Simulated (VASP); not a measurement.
Runs of VASP 6.6.1 on ZnCu. The structure is that of space group Pm-3m (No. 221), or close to it. The cells are those of the table. 

```csv
task,cell,gap on the mesh (eV),pressure (GPa)
electric field gradients,"a = 2.935 Å, 2 atoms",none,-2.9
single point,"a = 2.886, b = 2.886, c = 2.945 Å, 2 atoms",none,1.1
single point,"a = 2.945, b = 2.945, c = 2.886 Å, 2 atoms",none,-1.7
single point,"a = 3.003 Å, 2 atoms",none,(a)
single point,"a = 2.905 Å, 2 atoms",none,1.1
```

Alike in all rows: level PBEsol; potentials or basis VASP PAW PBE potentials, release 64 (Zn, Cu); no spin polarisation; k mesh 14 × 14 × 14; cutoff (eV) 520; smearing fermi-dirac 0.05 eV.

**Question.** Estimate the missing entries.

**Answer.** (a) -9.8.

Caveats: the PAW data sets were made with another functional, which shifts forces and pressure a little.

A gap of «none» marks levels without a gap at the run's occupations.
